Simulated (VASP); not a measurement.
# Sb (R-3m) in VASP: notebook, part 2 of 3

VASP 6.6.1. The steps go on from the part before.

## (3) Relaxation of cell and atoms, PBEsol

INCAR

```
PREC = Accurate
ENCUT = 600
EDIFF = 1E-6
ISMEAR = -1
SIGMA = 0.05
LREAL = False
LASPH = True
NELM = 80
ALGO = Normal
ISIF = 3
LWAVE = False
LCHARG = False
GGA = PS
IBRION = 2
NSW = 100
EDIFFG = -0.005
```

KPOINTS

```
Automatic mesh
0
Gamma
  9 9 9
```

POSCAR

```
Sb
1.0
    2.1102243954      1.2183386227      3.6812845966
   -2.1102243954      1.2183386227      3.6812845966
    0.0000000000     -2.4366772455      3.6812845966
Sb
2
Direct
    0.2334900000      0.2334900000      0.2334900000
    0.7665100000      0.7665100000      0.7665100000
```

Potentials or basis: VASP PAW PBE potentials, release 64 (Sb).

Command:

```bash
> cat potpaw_PBE.64/Sb/POTCAR > POTCAR
> mpirun -np 1 vasp_std > vasp.out
```

OUTCAR:

```text
PREC = Accurate
   ENCUT = 600
   EDIFF = 1E-6
   ISMEAR = -1
   LREAL = False
   LASPH = True
   NELM = 80
   ISIF = 3
   GGA = PS
   IBRION = 2
   NSW = 100
   EDIFFG = -0.005

 ion  position               nearest neighbor table
   1  0.233  0.233  0.233-   2 2.85   2 2.85   2 2.85   2 3.29   2 3.29   2 3.29
   2  0.767  0.767  0.767-   1 2.85   1 2.85   1 2.85   1 3.29   1 3.29   1 3.29

  LATTYP: Found a trigonal (rhomboedric) cell.
 ALAT       =     4.4146633257
 COS(alpha) =     0.5430253624

  Lattice vectors:

 A1 = (   2.1102243954,   1.2183386227,   3.6812845966)
 A2 = (  -2.1102243954,   1.2183386227,   3.6812845966)
 A3 = (   0.0000000000,  -2.4366772455,   3.6812845966)

Analysis of symmetry for initial positions (statically):
=====================================================================
 Subroutine PRICEL returns:
 Original cell was already a primitive cell.

 Routine SETGRP: Setting up the symmetry group for a
 trigonal (rhombohedral) supercell.

 Subroutine GETGRP returns: Found 12 space group operations
 (whereof 12 operations were pure point group operations)
 out of a pool of 12 trial point group operations.

The static configuration has the point symmetry D_3d.

Analysis of symmetry for dynamics (positions and initial velocities):
=====================================================================
 Subroutine PRICEL returns:
 Original cell was already a primitive cell.

 Routine SETGRP: Setting up the symmetry group for a
 trigonal (rhombohedral) supercell.

 Subroutine GETGRP returns: Found 12 space group operations
 (whereof 12 operations were pure point group operations)
 out of a pool of 12 trial point group operations.

The dynamic configuration has the point symmetry D_3d.

 Subroutine INISYM returns: Found 12 space group operations
 (whereof 12 operations are pure point group operations),
 and found     1 'primitive' translations

----------------------------------------------------------------------------------------

                                     Primitive cell

  volume of cell :      56.7868

  direct lattice vectors                    reciprocal lattice vectors
     2.110224395  1.218338623  3.681284597     0.236941626  0.136798312  0.090548102
    -2.110224395  1.218338623  3.681284597    -0.236941626  0.136798312  0.090548102
     0.000000000 -2.436677245  3.681284597     0.000000000 -0.273596623  0.090548102

  length of vectors
     4.414663326  4.414663326  4.414663326     0.288191032  0.288191032  0.288191032

  position of ions in fractional coordinates (direct lattice)
     0.233490000  0.233490000  0.233490000
     0.766510000  0.766510000  0.766510000

  ion indices of the primitive-cell ions
   primitive index   ion index
                 1           1
                 2           2

----------------------------------------------------------------------------------------

 KPOINTS: Automatic mesh

Automatic generation of k-mesh.
 Grid dimensions read from file:
 generate k-points for:    9    9    9

[... 56 lines left out ...]
   ICHARG =      2    charge: 1-file 2-atom 10-const
   ISPIN  =      1    spin polarized calculation?
   LNONCOLLINEAR =      F non collinear calculations
   LSORBIT =      F    spin-orbit coupling
   LASPH  =      T    aspherical Exc in radial PAW
   ENCUT  =  600.0 eV  44.10 Ry    6.64 a.u.   8.82  8.82  8.82*2*pi/ulx,y,z
   NELM   =     80;   NELMIN=  2; NELMDL= -5     # of ELM steps
   EDIFF  = 0.1E-05   stopping-criterion for ELM
   LREAL  =      F    real-space projection
   EDIFFG = -.5E-02   stopping-criterion for IOM
   NSW    =    100    number of steps for IOM
   IBRION =      2    ionic relax: 0-MD 1-quasi-New 2-CG
   NFREE  =      1    steps in history (QN), initial steepest desc. (CG)
   ISIF   =      3    stress and relaxation
   ISYM   =      2    0-nonsym 1-usesym 2-fastsym
   POTIM  = 0.5000    time-step for ionic-motion
   TEBEG  =    0.0;   TEEND  =   0.0 temperature during run
   PSTRESS=    0.0 pullay stress
   NELECT =      10.0000    total number of electrons
   NUPDOWN=      -1.0000    fix difference up-down
   EMIN   =  10.00;   EMAX   =-10.00  energy-range for DOS
   EFERMI =   0.00;   METHOD = LEGACY
   ISMEAR =    -1;   SIGMA  =   0.05  broadening in eV -4-tet -1-fermi 0-gaus
   EFERMI_NEDOS =   21; number of points for ismear=-14 and -15
   IALGO  =     38    algorithm
   IMIX   =      4    mixing-type and parameters
     AMIX     =   0.40;   BMIX     =  1.00
     AMIX_MAG =   1.60;   BMIX_MAG =  1.00
  volume/ion in A,a.u.               =      28.39       191.61
  Fermi-wavevector in a.u.,A,eV,Ry     =   0.917612  1.734035 11.456265  0.842012
  Thomas-Fermi vector in A             =   2.042600
   LORBIT       =      0    0 simple, 1 ext, 2 COOP (PROOUT), +10 PAW based schemes
   GGA     = PS    functional components
   LHFCALC =     F    Hartree Fock is set to
   AEXX    =    0.0000 exact exchange contribution
   IVDW    =     0    specifies the selected vdW correction
   LEPSILON=     F    determine dielectric tensor
   LRPA    =     F    only Hartree local field effects (RPA)
 conjugate gradient relaxation of ions
 non-spin polarized calculation
  energy-cutoff  :      600.00
  volume of cell :       56.79
 maximum number of plane-waves:      1935
   NGX = 17   NGY = 17   NGZ = 17

--------------------------------------- Ionic step        1  -------------------------------------------

 number of electron      10.0000000 magnetization

 Free energy of the ion-electron system (eV)
  ---------------------------------------------------
  ext. energy  EPLUGINS =         0.00000000
  ---------------------------------------------------
  free energy    TOTEN  =        -9.06686197 eV

  energy without entropy =       -9.06441886  energy(sigma->0) =       -9.06564042

------------------------ aborting loop because EDIFF is reached ----------------------------------------

  FORCE on cell =-STRESS in cart. coord.  units (eV):
  Direction    XX          YY          ZZ          XY          YZ          ZX
  --------------------------------------------------------------------------------------
  -------------------------------------------------------------------------------------
  Total        1.7239480      1.7239480      1.2600941      0.0000000     -0.0000000      0.0000000
  in kB       48.6393135     48.6393135     35.5521837      0.0000000     -0.0000000      0.0000000
  external PRESSURE =      44.2769369 kB  Pullay stress =       0.0000000 kB
[... 89 lines left out ...]
  FREE ENERGIE OF THE ION-ELECTRON SYSTEM (eV)
  ---------------------------------------------------
  free  energy   TOTEN  =        -9.1211040649 eV

  energy  without entropy=       -9.1191401632  energy(sigma->0) =       -9.12012211

[... ionic steps 4 to 7 ...]

--------------------------------------- Ionic step        8  -------------------------------------------

 number of electron      10.0000000 magnetization

------------------------ aborting loop because EDIFF is reached ----------------------------------------
[... 67 lines left out ...]
--------------------------------------- Ionic step       10  -------------------------------------------

 number of electron      10.0000000 magnetization

 Free energy of the ion-electron system (eV)
  ---------------------------------------------------
  ext. energy  EPLUGINS =         0.00000000
  ---------------------------------------------------
  free energy    TOTEN  =        -9.12278874 eV

  energy without entropy =       -9.12048287  energy(sigma->0) =       -9.12163581

 E-fermi :   7.1969     XC(G=0):  -9.7161

 val. band max:        7.1573151170   @ k =   0.3333   0.1111   0.1111
 cond. band min:       7.2112532182   @ k =   0.4444   0.0000   0.0000
 fundamental gap:      0.0539381012
 Fermi energy:         7.1969037980

 k-point     1 :       0.0000    0.0000    0.0000
  band No.  band energies     occupation
      1      -5.5121      2.00000
      2       2.4902      2.00000
      3       5.2567      2.00000
      4       5.4127      2.00000
      5       5.4127      2.00000
      6       9.5266      0.00000
      7      10.0262      0.00000
      8      10.0262      0.00000
      9      12.1609      0.00000
[... 265 lines left out ...]
 k-point    24 :       0.4444    0.4444    0.0000
  band No.  band energies     occupation
      1      -3.2549      2.00000
      2      -0.5857      2.00000
      3       1.8473      2.00000
      4       3.5143      2.00000
      5       3.5498      2.00000
      6       8.8193      0.00000
      7      12.1694      0.00000
      8      12.5806      0.00000
      9      13.8348      0.00000

 [... further k-points ...]
[... 5 lines left out ...]
  --------------------------------------------------------------------------------------
  -------------------------------------------------------------------------------------
  Total       -0.0039565     -0.0039565      0.0009495     -0.0000000     -0.0000000      0.0000000
  in kB       -0.1059856     -0.1059856      0.0254353     -0.0000000     -0.0000000      0.0000000
  external PRESSURE =      -0.0621787 kB  Pullay stress =       0.0000000 kB
[... 17 lines left out ...]
  FREE ENERGIE OF THE ION-ELECTRON SYSTEM (eV)
  ---------------------------------------------------
  free  energy   TOTEN  =        -9.1227887429 eV

  energy  without entropy=       -9.1204828726  energy(sigma->0) =       -9.12163581

 reached required accuracy - stopping structural energy minimisation
```

OSZICAR:

```text
N       E                     dE             d eps       ncg     rms          rms(c)
DAV:   1     0.421303180111E+02    0.42130E+02   -0.39774E+03  1530   0.980E+02
DAV:   2    -0.716546054736E+01   -0.49296E+02   -0.48492E+02  2082   0.135E+02
DAV:   3    -0.906962716523E+01   -0.19042E+01   -0.18717E+01  1935   0.313E+01
[... 63 lines left out ...]
       N       E                     dE             d eps       ncg     rms          rms(c)
DAV:   1    -0.912279992286E+01   -0.38989E-04   -0.12150E-03  1693   0.220E-01    0.151E-02
DAV:   2    -0.912279332735E+01    0.65955E-05   -0.33575E-05  1640   0.427E-02    0.993E-03
DAV:   3    -0.912278876041E+01    0.45669E-05   -0.11881E-05  1771   0.189E-02    0.300E-03
DAV:   4    -0.912278874291E+01    0.17503E-07   -0.16868E-07   777   0.376E-03
  10 F= -.91227887E+01 E0= -.91216358E+01  d E =-.278292E-04
```

Run time: 1.7 min. Hardware: 1 thread of Intel Xeon 6975P-C (Granite Rapids), shared host; peak memory 0.23 GiB.

What came out:

```
Free energy                            : -9.1228 eV
Relaxed volume                         : 29.90 Å³/atom
Relaxed cell                           : a = 4.456 Å, b = 4.456 Å, c = 4.456 Å, α = 58.07°, β = 58.07°, γ = 58.07°
Space group after relaxing (to 0.05 Å) : R-3m (No. 166)
Energy gained by relaxing              : 28.0 meV/atom
Ionic steps                            : 10
Pressure after relaxing                : 0.0 GPa
Band gap on the k mesh                 : 0.05 eV, indirect (least direct gap 0.44 eV)
```

Forces on the atoms (eV/Å):
```
Sb   0.000  0.000  0.003
Sb   0.000  0.000 -0.003
```

Step by step:
```csv
step,energy change (eV),largest force (eV/Å),pressure (GPa),volume (Å³)
1,0.0000,0.5474,4.43,56.79
2,-0.0188,0.2781,-3.06,63.48
3,-0.0542,0.0448,-0.12,60.33
4,-0.0542,0.0537,-0.04,60.25
5,-0.0549,0.0474,-0.02,60.14
6,-0.0558,0.0293,0.07,59.82
7,-0.0558,0.0272,0.08,59.78
8,-0.0558,0.0087,-0.15,59.95
9,-0.0559,0.0094,-0.04,59.86
10,-0.0559,0.0030,-0.01,59.81
```

Final structure:
```
CELL_PARAMETERS angstrom
2.16291 1.24876 3.69064
-2.16291 1.24876 3.69064
0.00000 -2.49752 3.69064
ATOMIC_POSITIONS crystal
Sb 0.23584 0.23584 0.23584
Sb 0.76416 0.76416 0.76416
```

Caveat: the PAW data sets were made with another functional, which shifts forces and pressure a little; spin-orbit coupling is left out, which moves the levels of the heavy elements. A k mesh can miss the band edges.

(Part 2 of 3 ends here.)
